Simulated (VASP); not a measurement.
Write the native input for VASP 6.6.1 that does the following.

```yaml
Task: single point
Functional: r2SCAN
Potentials_or_basis: VASP PAW PBE potentials, release 64 (Cd, S)
Cutoff: 520 eV
k_mesh: 8 × 8 × 8
Occupations: gaussian, width 0.05 eV
Spin: no spin polarisation
Dipole_correction: no
Further_INCAR_settings: ALGO = Normal; EDIFF = 1e-07; NBANDS = 16
```

The system is CdS.

```
Cd S
1.0
     0.00000    2.72691    2.72691
     2.72691    0.00000    2.72691
     2.72691    2.72691    0.00000
Cd S
1 1
Direct
  0.99788 0.00212 0.01911
  0.50744 0.49256 0.43300
```

This cell differs from its parent crystal: mode 4 frozen in at -0.203 Å and mode 5 at -0.162 Å (largest displacements).

One way to write it, as run:

POSCAR

```
CdS
1.0
    0.0000000000      2.7269062253      2.7269062253
    2.7269062253      0.0000000000      2.7269062253
    2.7269062253      2.7269062253      0.0000000000
Cd S
1 1
Direct
   -0.0021230927      0.0021230927      0.0191078340
    0.5074443337      0.4925556663      0.4330009964
```

INCAR.step1

```
SYSTEM = CdS
PREC = Accurate
ENCUT = 520
ISMEAR = 0
SIGMA = 0.05
LREAL = .False.
LASPH = .True.
NELM = 100
NBANDS = 16
GGA = PE
ALGO = Normal
EDIFF = 1E-4
LWAVE = .True.
LCHARG = .False.
```

INCAR.step2

```
SYSTEM = CdS
PREC = Accurate
ENCUT = 520
EDIFF = 1E-7
ISMEAR = 0
SIGMA = 0.05
LREAL = .False.
LASPH = .True.
NELM = 100
ALGO = Normal
ISIF = 2
LWAVE = .False.
LCHARG = .False.
METAGGA = R2SCAN
LMIXTAU = .True.
NBANDS = 16
ISTART = 1
```

KPOINTS

```
regular mesh
0
Gamma
  8 8 8
  0 0 0
```

Potentials or basis: VASP PAW PBE potentials, release 64 (Cd, S).

Launch:

```bash
$ cat potpaw_PBE.64/Cd/POTCAR potpaw_PBE.64/S/POTCAR > POTCAR
$ cp INCAR.step1 INCAR
$ mpirun -np 1 vasp_std > vasp.out
$ cp INCAR.step2 INCAR
$ mpirun -np 1 vasp_std > vasp.out
```

Results of the run:

| Item | Value |
| --- | --- |
| Pressure | 3.8 GPa |
| Largest force | 0.806 eV/Å |
| Band gap on the k mesh | 0.94 eV, indirect (least direct gap 2.17 eV) |

Caveat: the cell differs from its parent crystal (mode 4 frozen in at -0.203 Å and mode 5 at -0.162 Å (largest displacements)); the PAW data sets were made with another functional, which shifts forces and pressure a little.

Wall time 3.4 min on 1 thread of Intel(R) Xeon(R) 6975P-C (Granite Rapids), with other jobs on the host, peak memory 0.23 GiB.
